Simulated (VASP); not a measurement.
Here is a VASP 6.6.1 calculation.

The input INCAR:

```
SYSTEM = C
  ALGO = Normal
  EDIFF = 1E-6
  ENCUT = 600
  GGA = PE
  GGA_COMPAT = .FALSE.
  ISIF = 2
  ISMEAR = -1
  LASPH = .TRUE.
  LCHARG = .FALSE.
  LREAL = .FALSE.
  LWAVE = .FALSE.
  NBANDS = 11
  NELM = 120
  PREC = Accurate
  SIGMA = 0.05
```

The input KPOINTS:

```
k-points
0
G
  10 10 10
  0 0 0
```

File POSCAR:

```
C
1.0
    0.0000000000      1.7606348126      1.7606348126
    1.7606348126      0.0000000000      1.7606348126
    1.7606348126      1.7606348126      0.0000000000
C
2
Direct
    0.0000000000      0.0000000000      0.0000000000
    0.2500000000      0.2500000000      0.2500000000
```

Potentials or basis: VASP PAW PBE potentials, release 64 (C).

Command:

```console
$ cat potpaw_PBE.64/C/POTCAR > POTCAR
$ mpirun -np 1 vasp_std > vasp.out
```

Problem. What does it give for the band gap on the k mesh?

Solution. 4.25 eV, indirect (least direct gap 5.70 eV).

Problem. Predict the pressure.

Solution. 20.0 GPa.

A k mesh can miss the band edges. PBE gaps usually lie below the measured ones, often by a third to a half.
